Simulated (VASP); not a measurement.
# MgO (P6_3mc) in VASP: single point with LDA

Aim: the single point of MgO with LDA.

All numbers are computed with VASP 6.6.1; they aren't measurements. Logs are shortened: lines on timing, memory, paths and dates and some standing lists are left out, and cuts for length are marked.

## Step 1: The cell of the first run

The structure is hexagonal, space group P6_3mc (No. 186). The conventional cell has a = 3.308 Å, b = 3.308 Å, c = 4.983 Å, α = 90.00°, β = 90.00°, γ = 120.00°. Mg (site symmetry 3m) has 4 O at 1.97 to 1.99 Å within 2.6 Å. O (site symmetry 3m) has 4 Mg at 1.97 to 1.99 Å within 2.6 Å.

## Step 2: Single point, LDA

Input file INCAR:

```
SYSTEM = MgO
ALGO     = Normal         ! electronic algorithm
EDIFF    = 1E-6           ! SCF threshold, eV
ENCUT    = 520            ! plane-wave cutoff, eV
ISIF     = 2              ! what is computed and relaxed
ISMEAR   = 0              ! smearing method
LASPH    = .True.         ! aspherical terms in the spheres
LCHARG   = .False.        ! write CHGCAR
LREAL    = .False.        ! projectors in reciprocal space
LWAVE    = .False.        ! write WAVECAR
NBANDS   = 16             ! bands
NELM     = 100            ! most SCF steps
PREC     = Accurate       ! precision mode
SIGMA    = 0.01           ! smearing width, eV
```

Input file KPOINTS:

```
k-points
0
Gamma
  12 12 4
  0 0 0
```

Input file POSCAR:

```
MgO
1.0
    3.3077869900      0.0000000000      0.0000000000
   -1.6538934900      2.8646275600      0.0000000000
    0.0000000000      0.0000000000      4.9828816700
Mg O
2 2
Direct
    0.3333333300      0.6666666700      0.0021597400
    0.6666666700      0.3333333300      0.5021597400
    0.3333333300      0.6666666700      0.4024402600
    0.6666666700      0.3333333300      0.9024402600
```

Potentials or basis: VASP PAW LDA potentials, release 64 (Mg, O).

On the command line:

```
cat potpaw_LDA.64/Mg/POTCAR potpaw_LDA.64/O/POTCAR > POTCAR
mpirun -np 1 vasp_std > vasp.out
```

OUTCAR:

```text
SYSTEM = MgO
   EDIFF = 1E-6
   ENCUT = 520
   ISIF = 2
   ISMEAR = 0
   LASPH = .True.
   LREAL = .False.
   NELM = 100
   PREC = Accurate

 ion  position               nearest neighbor table
   1  0.333  0.667  0.002-   4 1.97   4 1.97   4 1.97   3 1.99   2 3.14   2 3.14   2 3.14   2 3.14
                             2 3.14   2 3.14
   2  0.667  0.333  0.502-   3 1.97   3 1.97   3 1.97   4 1.99   1 3.14   1 3.14   1 3.14   1 3.14
                             1 3.14   1 3.14
   3  0.333  0.667  0.402-   2 1.97   2 1.97   2 1.97   1 1.99
   4  0.667  0.333  0.902-   1 1.97   1 1.97   1 1.97   2 1.99

  LATTYP: Found a hexagonal cell.
 ALAT       =     3.3077869900
 C/A-ratio  =     1.5064094771

  Lattice vectors:

 A1 = (   3.3077869900,   0.0000000000,   0.0000000000)
 A2 = (  -1.6538934900,   2.8646275600,   0.0000000000)
 A3 = (   0.0000000000,   0.0000000000,   4.9828816700)

Analysis of symmetry for initial positions (statically):
=====================================================================
 Subroutine PRICEL returns:
 Original cell was already a primitive cell.

 Routine SETGRP: Setting up the symmetry group for a
 hexagonal supercell.

 Subroutine GETGRP returns: Found 12 space group operations
 (whereof  6 operations were pure point group operations)
 out of a pool of 24 trial point group operations.

The static configuration has the point symmetry C_3v.
 The point group associated with its full space group is C_6v.

Analysis of symmetry for dynamics (positions and initial velocities):
=====================================================================
 Subroutine PRICEL returns:
 Original cell was already a primitive cell.

 Routine SETGRP: Setting up the symmetry group for a
 hexagonal supercell.

 Subroutine GETGRP returns: Found 12 space group operations
 (whereof  6 operations were pure point group operations)
 out of a pool of 24 trial point group operations.

The dynamic configuration has the point symmetry C_3v.
 The point group associated with its full space group is C_6v.

 Subroutine INISYM returns: Found 12 space group operations
 (whereof  6 operations are pure point group operations),
 and found     1 'primitive' translations

----------------------------------------------------------------------------------------

                                     Primitive cell

  volume of cell :      47.2157

  direct lattice vectors                    reciprocal lattice vectors
     3.307786990  0.000000000  0.000000000     0.302316928  0.174542759  0.000000000
    -1.653893490  2.864627560  0.000000000     0.000000000  0.349085520  0.000000000
     0.000000000  0.000000000  4.982881670     0.000000000  0.000000000  0.200687086

  length of vectors
     3.307786990  3.307786984  4.982881670     0.349085519  0.349085520  0.200687086

  position of ions in fractional coordinates (direct lattice)
     0.333333330  0.666666670  0.002159740
     0.666666670  0.333333330  0.502159740
     0.333333330  0.666666670  0.402440260
     0.666666670  0.333333330  0.902440260

  ion indices of the primitive-cell ions
   primitive index   ion index
                 1           1
                 2           2
                 3           3
                 4           4

----------------------------------------------------------------------------------------

 KPOINTS: k-points

Automatic generation of k-mesh.
 Grid dimensions read from file:
 generate k-points for:   12   12    4

 Generating k-lattice:

  Cartesian coordinates                     Fractional coordinates (reciprocal lattice)
     0.025193077  0.014545230  0.000000000     0.083333333 -0.000000000  0.000000000
     0.000000000  0.029090460  0.000000000     0.000000000  0.083333333  0.000000000
     0.000000000  0.000000000  0.050171771     0.000000000  0.000000000  0.250000000

  Length of vectors
     0.029090460  0.029090460  0.050171771

  Shift w.r.t. Gamma in fractional coordinates (k-lattice)
     0.000000000  0.000000000  0.000000000

 Subroutine IBZKPT returns following result:
 ===========================================

 Found     57 irreducible k-points:

 Following reciprocal coordinates:
            Coordinates               Weight
  0.000000  0.000000  0.000000      1.000000
  0.083333  0.000000  0.000000      6.000000
  0.166667  0.000000  0.000000      6.000000
  0.250000  0.000000  0.000000      6.000000
  0.333333  0.000000  0.000000      6.000000
  0.416667 -0.000000  0.000000      6.000000
[... 16 lines left out ...]
  0.250000  0.000000  0.250000     12.000000
  0.333333  0.000000  0.250000     12.000000
 [... further k-points ...]
   k-points           NKPTS =     57   k-points in BZ     NKDIM =     57   number of bands    NBANDS=     16
   number of dos      NEDOS =    301   number of ions     NIONS =      4
   total plane-waves  NPLWV =  31360
   dimension x,y,z NGX =    28 NGY =   28 NGZ =   40
   dimension x,y,z NGXF=    56 NGYF=   56 NGZF=   80
   ions per type =               2   2
   NGX,Y,Z   is equivalent  to a cutoff of  14.07, 14.07, 13.35 a.u.
   NGXF,Y,Z  is equivalent  to a cutoff of  28.15, 28.15, 26.69 a.u.
 SYSTEM =  MgO
   PREC   = accura    normal or accurate (medium, high low for compatibility)
   ISTART =      0    job   : 0-new  1-cont  2-samecut
   ICHARG =      2    charge: 1-file 2-atom 10-const
   ISPIN  =      1    spin polarized calculation?
   LNONCOLLINEAR =      F non collinear calculations
   LSORBIT =      F    spin-orbit coupling
   LASPH  =      T    aspherical Exc in radial PAW
   ENCUT  =  520.0 eV  38.22 Ry    6.18 a.u.   6.15  6.15  9.26*2*pi/ulx,y,z
   NELM   =    100;   NELMIN=  2; NELMDL= -5     # of ELM steps
   EDIFF  = 0.1E-05   stopping-criterion for ELM
   LREAL  =      F    real-space projection
   EDIFFG = 0.1E-04   stopping-criterion for IOM
   NSW    =      0    number of steps for IOM
   IBRION =     -1    ionic relax: 0-MD 1-quasi-New 2-CG
   NFREE  =      0    steps in history (QN), initial steepest desc. (CG)
   ISIF   =      2    stress and relaxation
   ISYM   =      2    0-nonsym 1-usesym 2-fastsym
   POTIM  = 0.5000    time-step for ionic-motion
   TEBEG  =    0.0;   TEEND  =   0.0 temperature during run
   PSTRESS=    0.0 pullay stress
   NELECT =      16.0000    total number of electrons
   NUPDOWN=      -1.0000    fix difference up-down
   EMIN   =  10.00;   EMAX   =-10.00  energy-range for DOS
   EFERMI =   0.00;   METHOD = LEGACY
   ISMEAR =     0;   SIGMA  =   0.01  broadening in eV -4-tet -1-fermi 0-gaus
   EFERMI_NEDOS =   21; number of points for ismear=-14 and -15
   IALGO  =     38    algorithm
   IMIX   =      4    mixing-type and parameters
     AMIX     =   0.40;   BMIX     =  1.00
     AMIX_MAG =   1.60;   BMIX_MAG =  1.00
  volume/ion in A,a.u.               =      11.80        79.66
  Fermi-wavevector in a.u.,A,eV,Ry     =   1.141351  2.156842 17.724080  1.302683
  Thomas-Fermi vector in A             =   2.278052
   LORBIT       =      0    0 simple, 1 ext, 2 COOP (PROOUT), +10 PAW based schemes
   GGA     = CA    functional components
   LHFCALC =     F    Hartree Fock is set to
   AEXX    =    0.0000 exact exchange contribution
   IVDW    =     0    specifies the selected vdW correction
   LEPSILON=     F    determine dielectric tensor
   LRPA    =     F    only Hartree local field effects (RPA)
 non-spin polarized calculation
 Gauss-broadening in eV      SIGMA  =   0.01
  energy-cutoff  :      520.00
  volume of cell :       47.22
 maximum number of plane-waves:      1303
 NGX is ok and might be reduce to    28
   NGX = 13   NGY = 13   NGZ = 19

 number of electron      15.9999997 magnetization

 Free energy of the ion-electron system (eV)
  ---------------------------------------------------
  ext. energy  EPLUGINS =         0.00000000
  ---------------------------------------------------
  free energy    TOTEN  =       -26.22834525 eV

  energy without entropy =      -26.22834525  energy(sigma->0) =      -26.22834525

 E-fermi :   0.9303     XC(G=0): -10.2707

 val. band max:        0.8243529791   @ k =   0.0000   0.0000   0.0000
 cond. band min:       4.1816729704   @ k =   0.0000   0.0000   0.0000
 fundamental gap:      3.3573199913
 Fermi energy:         0.9302739500

 k-point     1 :       0.0000    0.0000    0.0000
  band No.  band energies     occupation
      1     -15.1578      2.00000
      2     -14.2981      2.00000
      3      -2.5276      2.00000
      4       0.0245      2.00000
      5       0.0245      2.00000
      6       0.3728      2.00000
[... 8 lines left out ...]
     15      16.9559      0.00000
     16      16.9560      0.00000

 k-point     2 :       0.0833    0.0000    0.0000
  band No.  band energies     occupation
      1     -15.1208      2.00000
      2     -14.2856      2.00000
      3      -2.4591      2.00000
      4      -0.1461      2.00000
      5      -0.0248      2.00000
      6       0.1363      2.00000
[... 8 lines left out ...]
     15      16.9933      0.00000
     16      17.1185      0.00000

 k-point     3 :       0.1667    0.0000    0.0000
  band No.  band energies     occupation
      1     -15.0167      2.00000
      2     -14.2540      2.00000
      3      -2.2603      2.00000
      4      -0.6621      2.00000
      5      -0.2885      2.00000
      6      -0.1423      2.00000
[... 8 lines left out ...]
     15      16.0668      0.00000
     16      16.3760      0.00000

 k-point     4 :       0.2500    0.0000    0.0000
  band No.  band energies     occupation
      1     -14.8637      2.00000
      2     -14.2172      2.00000
      3      -1.9536      2.00000
      4      -1.3019      2.00000
      5      -0.7089      2.00000
      6      -0.2805      2.00000
[... 8 lines left out ...]
     15      15.3742      0.00000
     16      15.8816      0.00000

 k-point     5 :       0.3333    0.0000    0.0000
  band No.  band energies     occupation
      1     -14.6916      2.00000
      2     -14.1945      2.00000
      3      -1.8703      2.00000
      4      -1.5597      2.00000
      5      -1.0704      2.00000
      6      -0.4039      2.00000
[... 8 lines left out ...]
     15      14.9252      0.00000
     16      16.1182      0.00000

 k-point     6 :       0.4167   -0.0000    0.0000
  band No.  band energies     occupation
      1     -14.5413      2.00000
      2     -14.1988      2.00000
      3      -2.2285      2.00000
      4      -1.3487      2.00000
      5      -1.1548      2.00000
      6      -0.4877      2.00000
[... 8 lines left out ...]
     15      14.6885      0.00000
     16      16.3829      0.00000
[... 267 lines left out ...]
 k-point    21 :       0.0833    0.0000    0.2500
  band No.  band energies     occupation
      1     -15.0064      2.00000
      2     -14.4167      2.00000
      3      -2.1455      2.00000
      4      -0.2687      2.00000
      5      -0.0422      2.00000
      6       0.0315      2.00000
[... 8 lines left out ...]
     15      16.0990      0.00000
     16      16.1481      0.00000

 k-point    22 :       0.1667    0.0000    0.2500
  band No.  band energies     occupation
      1     -14.9106      2.00000
      2     -14.3718      2.00000
      3      -2.0499      2.00000
      4      -0.8044      2.00000
      5      -0.3182      2.00000
      6      -0.0708      2.00000
[... 8 lines left out ...]
     15      16.0121      0.00000
     16      16.0183      0.00000

 k-point    23 :       0.2500    0.0000    0.2500
  band No.  band energies     occupation
      1     -14.7716      2.00000
      2     -14.3144      2.00000
      3      -1.9840      2.00000
      4      -1.3367      2.00000
      5      -0.5978      2.00000
      6      -0.1941      2.00000
[... 8 lines left out ...]
     15      15.4243      0.00000
     16      15.8694      0.00000

 k-point    24 :       0.3333    0.0000    0.2500
  band No.  band energies     occupation
      1     -14.6180      2.00000
      2     -14.2660      2.00000
      3      -2.1283      2.00000
      4      -1.6684      2.00000
      5      -0.7035      2.00000
      6      -0.3060      2.00000
[... 8 lines left out ...]
     15      15.1406      0.00000
     16      16.0171      0.00000

 [... further k-points ...]

------------------------ aborting loop because EDIFF is reached ----------------------------------------

  FORCE on cell =-STRESS in cart. coord.  units (eV):
  Direction    XX          YY          ZZ          XY          YZ          ZX
  --------------------------------------------------------------------------------------
  -------------------------------------------------------------------------------------
  Total       -1.6567735     -1.6567735     -1.4492647     -0.0000000     -0.0000000     -0.0000000
  in kB      -56.2195622    -56.2195620    -49.1781321     -0.0000001     -0.0000000     -0.0000000
  external PRESSURE =     -53.8724188 kB  Pullay stress =       0.0000000 kB

 VOLUME and BASIS-vectors are now :
 -----------------------------------------------------------------------------
  energy-cutoff  :      520.00
  volume of cell :       47.22
      direct lattice vectors                 reciprocal lattice vectors
     3.307786990  0.000000000  0.000000000     0.302316928  0.174542759  0.000000000
    -1.653893490  2.864627560  0.000000000     0.000000000  0.349085520  0.000000000
     0.000000000  0.000000000  4.982881670     0.000000000  0.000000000  0.200687086

 POSITION                                       TOTAL-FORCE (eV/Angst)
 -----------------------------------------------------------------------------------
     -0.00000      1.90975      0.01076         0.000000      0.000000      0.048180
      1.65389      0.95488      2.50220         0.000000      0.000000      0.048180
     -0.00000      1.90975      2.00531        -0.000000      0.000000     -0.048180
      1.65389      0.95488      4.49675         0.000000     -0.000000     -0.048180
 -----------------------------------------------------------------------------------
    total drift:                               -0.000017      0.000009      0.001550

  FREE ENERGIE OF THE ION-ELECTRON SYSTEM (eV)
  ---------------------------------------------------
  free  energy   TOTEN  =       -26.2283452536 eV

  energy  without entropy=      -26.2283452536  energy(sigma->0) =      -26.22834525
```

Run time: 17 s. Hardware: 1 thread of Intel Xeon 6975P-C (Granite Rapids), shared host; peak memory 0.17 GiB.

What came out:

| Quantity | Value |
| --- | --- |
| Free energy | -26.2283 eV |
| Pressure | -5.4 GPa |
| Largest force | 0.048 eV/Å |
| Band gap on the k mesh | 3.36 eV, direct |

Forces on the atoms (eV/Å):
```
Mg   0.000  0.000  0.048
Mg   0.000  0.000  0.048
O    0.000  0.000 -0.048
O    0.000  0.000 -0.048
```

Levels at points of the mesh, in eV from the valence-band top:
```
           k point  band 4  band 5  band 6  band 7  band 8  band 9  band 10  band 11  band 12  band 13
(0.00, 0.00, 0.00)   -0.80   -0.80   -0.45   -0.45    0.00    3.36     8.31    10.16    13.81    13.81
(0.50, 0.00, 0.00)   -2.25   -1.80   -1.34   -0.85   -0.53    7.58     7.89     9.04    10.53    12.67
(0.00, 0.00, 0.50)   -2.07   -0.63   -0.63   -0.63   -0.63    5.86     5.86    12.96    12.96    14.29
(0.50, 0.00, 0.50)   -3.22   -0.96   -0.96   -0.74   -0.74    7.18     7.18    10.60    10.60    13.37
```

A k mesh can miss the band edges.
